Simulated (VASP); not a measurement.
Write the native input for VASP 6.6.1 that does the following.

| Property | Result |
| --- | --- |
| Task | single point |
| Functional | r2SCAN |
| Potentials or basis | VASP PAW PBE potentials, release 64 (In_d, P) |
| Cutoff | 520 eV |
| k mesh | 8 × 8 × 8 |
| Occupations | gaussian, width 0.05 eV |
| Spin | no spin polarisation |
| Dipole correction | no |
| Further INCAR settings | ALGO = Normal; EDIFF = 1e-07; NBANDS = 16 |

The system is InP.

```
In P
1.0
     0.00000    2.95357    2.99787
     2.95357    0.00000    2.99787
     2.95357    2.95357    0.00000
In P
1 1
Cartesian
  0.0000 0.0000 0.0000
  4.4304 4.4304 4.4968
```

This cell differs from its parent crystal: strain +0.0150 x Voigt [0, 0, 1, 0, 0, 0].

The input as run:

POSCAR

```
InP
1.0
    0.0000000000      2.9535689347      2.9978724687
    2.9535689347      0.0000000000      2.9978724687
    2.9535689347      2.9535689347      0.0000000000
In P
1 1
Direct
    0.0000000000      0.0000000000      0.0000000000
    0.7500000000      0.7500000000      0.7500000000
```

INCAR.step1

```
PREC = Accurate
ENCUT = 520
ISMEAR = 0
SIGMA = 0.05
LREAL = False
LASPH = True
NELM = 80
NBANDS = 16
GGA = PE
ALGO = Normal
EDIFF = 1E-4
LWAVE = True
LCHARG = False
```

INCAR.step2

```
PREC = Accurate
ENCUT = 520
EDIFF = 1E-7
ISMEAR = 0
SIGMA = 0.05
LREAL = False
LASPH = True
NELM = 80
ALGO = Normal
ISIF = 2
LWAVE = False
LCHARG = False
METAGGA = R2SCAN
LMIXTAU = True
NBANDS = 16
ISTART = 1
```

KPOINTS

```
regular mesh
0
Gamma
  8 8 8
```

Potentials or basis: VASP PAW PBE potentials, release 64 (In_d, P).

Launch:

```bash
$ cat potpaw_PBE.64/In_d/POTCAR potpaw_PBE.64/P/POTCAR > POTCAR
$ cp INCAR.step1 INCAR
$ mpirun -np 1 vasp_std > vasp.out
$ cp INCAR.step2 INCAR
$ mpirun -np 1 vasp_std > vasp.out
```

It gave:

```yaml
Pressure: -1.1 GPa
Band_gap_on_the_k_mesh: 0.92 eV, direct
```

Caveat: the cell differs from its parent crystal (strain +0.0150 x Voigt [0, 0, 1, 0, 0, 0]); the PAW data sets were made with another functional, which shifts forces and pressure a little; spin-orbit coupling is left out, which moves the levels of the heavy elements.

Run time: 2.1 min on 1 thread of Intel(R) Xeon(R) Platinum 8488C (Sapphire Rapids), on a shared host, peak memory 0.21 GiB.
